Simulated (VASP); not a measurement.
A run of VASP 6.6.1 is set up as follows.

Contents of POSCAR:

```
TiO2
1.0
    6.1535770000     -1.8834680000      0.0000000000
    6.1535770000      1.8834680000      0.0000000000
   -1.9283260000      0.0000000000      6.3289670000
Ti O
4 8
Direct
    0.7707739247      0.8220622928      0.7126597437
    0.0817270400      0.0905405691      0.7187902860
    0.1076995344      0.2534944192      0.2873138697
    0.8687833000      0.9194345455      0.2674528086
    0.0052609323      0.0957323393      0.3654308831
    0.6373661308      0.6314196533      0.6799529844
    0.0129038916      0.1800423829      0.0128140975
    0.9145974458      0.9695492687      0.6620985700
    0.6480602359      0.8076594433      0.3409087139
    0.8352583907      0.8566550908      0.9923736370
    0.2716600683      0.2357157359      0.6679763064
    0.2856468466      0.4293179894      0.2585098010
```

Contents of INCAR.step1:

```
SYSTEM = TiO2
ALGO = Normal
EDIFF = 1E-4
ENCUT = 520
GGA = PE
ISMEAR = -1
LASPH = .True.
LCHARG = .False.
LREAL = .False.
LWAVE = .True.
NBANDS = 60
NELM = 60
PREC = Accurate
SIGMA = 0.36
```

File INCAR.step2:

```
SYSTEM = TiO2
ALGO = Normal
EDIFF = 1E-7
ENCUT = 520
ISIF = 2
ISMEAR = -1
ISTART = 1
IVDW = 12
LASPH = .True.
LCHARG = .False.
LMIXTAU = .True.
LREAL = .False.
LWAVE = .False.
METAGGA = R2SCAN
NBANDS = 60
NELM = 60
PREC = Accurate
SIGMA = 0.36
VDW_A1 = 0.49484001
VDW_A2 = 5.73083694
VDW_S6 = 1.0
VDW_S8 = 0.78981345
```

The input KPOINTS:

```
k-points
0
Gamma
  5 5 3
  0 0 0
```

Potentials or basis: VASP PAW PBE potentials, release 64 (Ti_sv, O).

Command:

```console
$ cat potpaw_PBE.64/Ti_sv/POTCAR potpaw_PBE.64/O/POTCAR > POTCAR
$ cp INCAR.step1 INCAR
$ mpirun -np 1 vasp_std > vasp.out
$ cp INCAR.step2 INCAR
$ mpirun -np 1 vasp_std > vasp.out
```

Problem. Estimate the largest force.

Solution. 3.132 eV/Å.

Problem. Estimate the pressure.

Solution. -0.2 GPa.

Problem. Estimate the band gap on the k mesh.

Solution. 3.01 eV (least direct gap 3.25 eV).

Problem. Predict the dispersion energy per atom.

Solution. -0.099 eV.

Stress tensor (GPa, compression positive):
```
 2.66  1.87  1.22
 1.87 -3.62  0.05
 1.22  0.05  0.29
```

Caveat: the atoms stand as in a frame of molecular dynamics; the PAW data sets were made with another functional, which shifts forces and pressure a little; an odd mesh through Γ misses points on the zone boundary, where band edges can lie.
